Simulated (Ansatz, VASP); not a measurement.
# One calculation of CdS, two programs

```
Cd S
1.0
     0.00000    2.91650    2.91650
     2.91650    0.00000    2.91650
     2.91650    2.91650    0.00000
Cd S
1 1
Direct
  0.00000 0.00000 0.00000
  0.75000 0.75000 0.75000
```

Alike in both runs: functional r2SCAN0; k mesh 5 × 5 × 5; occupations fermi-dirac, width 0.05 eV; no spin polarisation.

|  | VASP | Ansatz |
| --- | --- | --- |
| version | VASP 6.6.1 | Ansatz 0.2.0 |
| potentials or method | VASP PAW PBE potentials, release 64 (Cd, S) | Ansatz PAW |
| plane-wave cutoff (eV) | 520 | 500 |
| valence electrons in the cell | 18 | 26 |
| task | single point | projected density of states |

|  | VASP | Ansatz | Ansatz less VASP |
| --- | --- | --- | --- |
| gap on the k mesh at the Fermi level (eV) | 3.11 | 3.09 | -0.024 |
| least direct gap on the mesh (eV) | 3.11 | 3.09 | -0.024 |
| pressure (GPa) | 1.1 | 0.9 | -0.17 |

VASP's potentials were made for PBE, not for r2SCAN0. VASP's potentials hold 18 valence electrons a cell and Ansatz's 26, so a difference there can come from the potentials and not from the codes.

Noted on Ansatz's run: odd divisions of the mesh miss points on the zone boundary, where band edges often lie, so the gap on the mesh can be too wide.
